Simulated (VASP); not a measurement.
Set up this calculation in VASP 6.6.1, as the native input.

| Item | Value |
| --- | --- |
| Task | single point |
| Functional | PBE |
| Potentials or basis | VASP PAW PBE potentials, release 64 (As) |
| Cutoff | 520 eV |
| k mesh | 10 × 10 × 10 |
| Occupations | gaussian, width 0.026 eV |
| Spin | no spin polarisation |
| Dipole correction | no |
| Further INCAR settings | ALGO = Normal; EDIFF = 1e-06; NBANDS = 8 |

The structure of As lies in POSCAR:

```
As
1.0
    2.7036817444      0.0000000000      0.0000000000
    0.0000000000      2.7036817444      0.0000000000
    0.0000000000      0.0000000000      2.7036817444
As
1
Direct
    0.5000000000      0.5000000000      0.5000000000
```

The input as run:

INCAR

```
SYSTEM = As
PREC = Accurate ; ENCUT = 520
EDIFF = 1E-6 ; ISMEAR = 0
SIGMA = 0.026000000000000002 ; LREAL = .False.
LASPH = .True. ; NELM = 60
ALGO = Normal ; ISIF = 2
LWAVE = .False. ; LCHARG = .True.
GGA = PE ; LELF = .True.
LVHAR = .True. ; NBANDS = 8
```

KPOINTS

```
regular mesh
0
Gamma
  10 10 10
  0 0 0
```

Potentials or basis: VASP PAW PBE potentials, release 64 (As).

Launch:

```sh
$ cat potpaw_PBE.64/As/POTCAR > POTCAR
$ mpirun -np 1 vasp_std > vasp.out
```

Results of the run:

- Pressure: 2.5 GPa

Run time: 4.3 s on 1 thread of Intel(R) Xeon(R) Platinum 8488C (Sapphire Rapids), on a shared host, peak memory 0.12 GiB.
